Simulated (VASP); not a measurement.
HfTeSe5, 14 atoms in the cell. It takes space group Pmn2_1 (No. 31, orthorhombic). Conventional cell: a = 5.323 Å, b = 5.122 Å, c = 17.602 Å, α = 90.00°, β = 90.00°, γ = 90.00°. Hf (site symmetry m) has 6 Se at 2.55 to 2.74 Å within 3.4 Å. Within 3.5 Å of Te (site symmetry m) lie 6 Se at 2.48 to 3.45 Å. Within 3.4 Å of Se (site symmetry m) lie 2 Hf at 2.55 to 2.71 Å and 1 Se at 2.62 Å. Within 3.3 Å of Se (site symmetry m) lie 1 Te at 2.48 Å and 1 Se at 2.66 Å. Se (site symmetry m) has 2 Se at 2.62 to 2.66 Å and 1 Hf at 2.66 Å and 1 Te at 3.36 Å within 3.5 Å. Within 3.6 Å of Se (site symmetry m) lie 1 Hf at 2.65 Å and 2 Te at 2.73 Å and 2 Se at 3.60 Å. Within 3.4 Å of Se (site symmetry m) lie 1 Te at 2.57 Å and 2 Hf at 2.74 Å. 

- Program: VASP 6.6.1
- Task: single point
- Functional: PBE
- Potentials or basis: VASP PAW PBE potentials, release 64 (Hf_pv, Te, Se)
- Cutoff: 500 eV
- k mesh: 4 × 4 × 1
- Occupations: gaussian, width 0.1 eV
- Spin: no spin polarisation
- Dipole correction: no
- Further INCAR settings: ALGO = Normal; EDIFF = 1e-06; NBANDS = 59

Potentials or basis: VASP PAW PBE potentials, release 64 (Hf_pv, Te, Se).

Launch:

```sh
$ cat potpaw_PBE.64/Hf_pv/POTCAR potpaw_PBE.64/Te/POTCAR potpaw_PBE.64/Se/POTCAR > POTCAR
$ mpirun -np 1 vasp_std > vasp.out
```

Hardware: 1 thread of Oxide Virtual Turin-like Processor, with other jobs on the host.

Question: How long does it take, and how much memory?

Answer: Wall time 6.5 min on 1 thread of Oxide Virtual Turin-like Processor, with other jobs on the host, peak memory 0.54 GiB. Counts: scf iterations 15, k points 9.
